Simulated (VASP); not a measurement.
# ZnO (P4_2/mnm) in VASP: single point with PBEsol

Aim: the single point of ZnO with PBEsol.

Program: VASP 6.6.1. These are calculated values, not measurements. Logs are shortened: lines on timing, memory, paths and dates and some standing lists are left out, and cuts for length are marked.

**1. The cell of the first run**

Symmetry: P4_2/mnm, No. 136, tetragonal system. Conventional cell: a = 5.518 Å, b = 5.518 Å, c = 3.259 Å, α = 90.00°, β = 90.00°, γ = 90.00°. Within 2.6 Å of Zn (site symmetry m2m) lie 4 O at 1.94 to 2.01 Å. O (site symmetry m2m) has 4 Zn at 1.94 to 2.01 Å within 2.6 Å.

**2. Single point, PBEsol**

File INCAR:

```
PREC     = Accurate       # precision mode
ENCUT    = 520            # plane-wave cutoff, eV
EDIFF    = 1E-6           # SCF threshold, eV
ISMEAR   = 0              # smearing method
SIGMA    = 0.01           # smearing width, eV
LREAL    = False          # projectors in reciprocal space
LASPH    = True           # aspherical terms in the spheres
NELM     = 100            # most SCF steps
ALGO     = Normal         # electronic algorithm
ISIF     = 2              # what is computed and relaxed
LWAVE    = False          # write WAVECAR
LCHARG   = False          # write CHGCAR
GGA      = PS             # functional
NBANDS   = 46             # bands
```

File KPOINTS:

```
Automatic mesh
0
Gamma
  4 4 6
```

File POSCAR:

```
ZnO
1.0
    5.5175700000      0.0000000000      0.0000000000
    0.0000000000      5.5175700000      0.0000000000
    0.0000000000      0.0000000000      3.2587800000
Zn O
4 4
Direct
    0.1819700000      0.1819700000      0.5000000000
    0.8180300000      0.8180300000      0.5000000000
    0.6819700000      0.3180300000      0.0000000000
    0.3180300000      0.6819700000      0.0000000000
    0.8172500000      0.1827500000      0.5000000000
    0.1827500000      0.8172500000      0.5000000000
    0.6827500000      0.6827500000      0.0000000000
    0.3172500000      0.3172500000      0.0000000000
```

Potentials or basis: VASP PAW PBE potentials, release 64 (Zn, O).

Run with:

```sh
$ cat potpaw_PBE.64/Zn/POTCAR potpaw_PBE.64/O/POTCAR > POTCAR
$ mpirun -np 1 vasp_std > vasp.out
```

OUTCAR:

```text
PREC = Accurate
   ENCUT = 520
   EDIFF = 1E-6
   ISMEAR = 0
   LREAL = False
   LASPH = True
   NELM = 100
   ISIF = 2
   GGA = PS

 ion  position               nearest neighbor table
   1  0.182  0.182  0.500-   8 1.94   8 1.94   5 2.01   6 2.01   2 2.84
   2  0.818  0.818  0.500-   7 1.94   7 1.94   5 2.01   6 2.01   1 2.84
   3  0.682  0.318  0.000-   5 1.94   5 1.94   8 2.01   7 2.01   4 2.84
   4  0.318  0.682  0.000-   6 1.94   6 1.94   8 2.01   7 2.01   3 2.84
   5  0.817  0.183  0.500-   3 1.94   3 1.94   1 2.01   2 2.01
   6  0.183  0.817  0.500-   4 1.94   4 1.94   1 2.01   2 2.01
   7  0.683  0.683  0.000-   2 1.94   2 1.94   4 2.01   3 2.01
   8  0.317  0.317  0.000-   1 1.94   1 1.94   4 2.01   3 2.01

  LATTYP: Found a simple tetragonal cell.
 ALAT       =     5.5175700000
 C/A-ratio  =     0.5906186963

  Lattice vectors:

 A1 = (   5.5175700000,   0.0000000000,   0.0000000000)
 A2 = (   0.0000000000,   5.5175700000,   0.0000000000)
 A3 = (   0.0000000000,   0.0000000000,   3.2587800000)

Analysis of symmetry for initial positions (statically):
=====================================================================
 Subroutine PRICEL returns:
 Original cell was already a primitive cell.

 Routine SETGRP: Setting up the symmetry group for a
 simple tetragonal supercell.

 Subroutine GETGRP returns: Found 16 space group operations
 (whereof  8 operations were pure point group operations)
 out of a pool of 16 trial point group operations.

The static configuration has the point symmetry D_2h.
 The point group associated with its full space group is D_4h.

Analysis of symmetry for dynamics (positions and initial velocities):
=====================================================================
 Subroutine PRICEL returns:
 Original cell was already a primitive cell.

 Routine SETGRP: Setting up the symmetry group for a
 simple tetragonal supercell.

 Subroutine GETGRP returns: Found 16 space group operations
 (whereof  8 operations were pure point group operations)
 out of a pool of 16 trial point group operations.

The dynamic configuration has the point symmetry D_2h.
 The point group associated with its full space group is D_4h.

 Subroutine INISYM returns: Found 16 space group operations
 (whereof  8 operations are pure point group operations),
[... 108 lines left out ...]
   LREAL  =      F    real-space projection
   EDIFFG = 0.1E-04   stopping-criterion for IOM
   NSW    =      0    number of steps for IOM
   IBRION =     -1    ionic relax: 0-MD 1-quasi-New 2-CG
   NFREE  =      0    steps in history (QN), initial steepest desc. (CG)
   ISIF   =      2    stress and relaxation
   ISYM   =      2    0-nonsym 1-usesym 2-fastsym
   POTIM  = 0.5000    time-step for ionic-motion
   TEBEG  =    0.0;   TEEND  =   0.0 temperature during run
   PSTRESS=    0.0 pullay stress
   NELECT =      72.0000    total number of electrons
   NUPDOWN=      -1.0000    fix difference up-down
   EMIN   =  10.00;   EMAX   =-10.00  energy-range for DOS
   EFERMI =   0.00;   METHOD = LEGACY
   ISMEAR =     0;   SIGMA  =   0.01  broadening in eV -4-tet -1-fermi 0-gaus
   EFERMI_NEDOS =   21; number of points for ismear=-14 and -15
   IALGO  =     38    algorithm
   IMIX   =      4    mixing-type and parameters
     AMIX     =   0.40;   BMIX     =  1.00
     AMIX_MAG =   1.60;   BMIX_MAG =  1.00
  volume/ion in A,a.u.               =      12.40        83.69
  Fermi-wavevector in a.u.,A,eV,Ry     =   1.471190  2.780146 29.448448  2.164400
  Thomas-Fermi vector in A             =   2.586356
   LORBIT       =      0    0 simple, 1 ext, 2 COOP (PROOUT), +10 PAW based schemes
   GGA     = PS    functional components
   LHFCALC =     F    Hartree Fock is set to
   AEXX    =    0.0000 exact exchange contribution
   IVDW    =     0    specifies the selected vdW correction
   LEPSILON=     F    determine dielectric tensor
   LRPA    =     F    only Hartree local field effects (RPA)
 non-spin polarized calculation
 Gauss-broadening in eV      SIGMA  =   0.01
  energy-cutoff  :      520.00
  volume of cell :       99.21
 maximum number of plane-waves:      2696
 NGX is ok and might be reduce to    42
   NGX = 21   NGY = 21   NGZ = 13

 number of electron      71.9999983 magnetization

 Free energy of the ion-electron system (eV)
  ---------------------------------------------------
  ext. energy  EPLUGINS =         0.00000000
  ---------------------------------------------------
  free energy    TOTEN  =       -38.57036000 eV

  energy without entropy =      -38.57036000  energy(sigma->0) =      -38.57036000

 E-fermi :   0.8970     XC(G=0): -10.8938

 val. band max:        0.8453979836   @ k =   0.0000   0.0000   0.0000
 cond. band min:       1.5408476508   @ k =   0.0000   0.0000   0.0000
 fundamental gap:      0.6954496672
 Fermi energy:         0.8969790755

 k-point     1 :       0.0000    0.0000    0.0000
  band No.  band energies     occupation
      1     -17.2232      2.00000
      2     -16.4909      2.00000
      3     -16.4909      2.00000
      4     -16.3977      2.00000
      5      -5.5583      2.00000
      6      -5.2896      2.00000
[... 1165 lines left out ...]
     45      11.0903      0.00000
     46      11.0903      0.00000

------------------------ aborting loop because EDIFF is reached ----------------------------------------

  FORCE on cell =-STRESS in cart. coord.  units (eV):
  Direction    XX          YY          ZZ          XY          YZ          ZX
  --------------------------------------------------------------------------------------
  -------------------------------------------------------------------------------------
  Total        0.0091679      0.0091679     -0.1565453      0.0000000      0.0000000      0.0000000
  in kB        0.1480580      0.1480580     -2.5281321      0.0000000      0.0000000      0.0000000
  external PRESSURE =      -0.7440054 kB  Pullay stress =       0.0000000 kB

 VOLUME and BASIS-vectors are now :
 -----------------------------------------------------------------------------
  energy-cutoff  :      520.00
  volume of cell :       99.21
      direct lattice vectors                 reciprocal lattice vectors
     5.517570000  0.000000000  0.000000000     0.181239205  0.000000000  0.000000000
     0.000000000  5.517570000  0.000000000     0.000000000  0.181239205  0.000000000
     0.000000000  0.000000000  3.258780000     0.000000000  0.000000000  0.306863305

 POSITION                                       TOTAL-FORCE (eV/Angst)
 -----------------------------------------------------------------------------------
      1.00403      1.00403      1.62939         0.002083      0.002083      0.000000
      4.51354      4.51354      1.62939        -0.002083     -0.002083      0.000000
      3.76282      1.75475      0.00000         0.002083     -0.002083      0.000000
      1.75475      3.76282      0.00000        -0.002083      0.002083      0.000000
      4.50923      1.00834      1.62939         0.014863     -0.014863     -0.000000
      1.00834      4.50923      1.62939        -0.014863      0.014863      0.000000
      3.76712      3.76712      0.00000        -0.014863     -0.014863     -0.000000
      1.75045      1.75045      0.00000         0.014863      0.014863      0.000000
 -----------------------------------------------------------------------------------
    total drift:                               -0.000000     -0.000000      0.000000

  FREE ENERGIE OF THE ION-ELECTRON SYSTEM (eV)
  ---------------------------------------------------
  free  energy   TOTEN  =       -38.5703600048 eV

  energy  without entropy=      -38.5703600048  energy(sigma->0) =      -38.57036000
```

Run time: 2.7 min. Hardware: 1 thread of AMD EPYC 7R43 (Zen 3), shared host; peak memory 0.2 GiB.

What came out:

- Free energy: -38.5704 eV
- Pressure: -0.1 GPa
- Largest force: 0.021 eV/Å
- Band gap on the k mesh: 0.70 eV, direct

Forces on the atoms (eV/Å):
```
Zn   0.002  0.002  0.000
Zn  -0.002 -0.002  0.000
Zn   0.002 -0.002  0.000
Zn  -0.002  0.002  0.000
O    0.015 -0.015  0.000
O   -0.015  0.015  0.000
O   -0.015 -0.015  0.000
O    0.015  0.015  0.000
```

Caveat: the PAW data sets were made with another functional, which shifts forces and pressure a little.
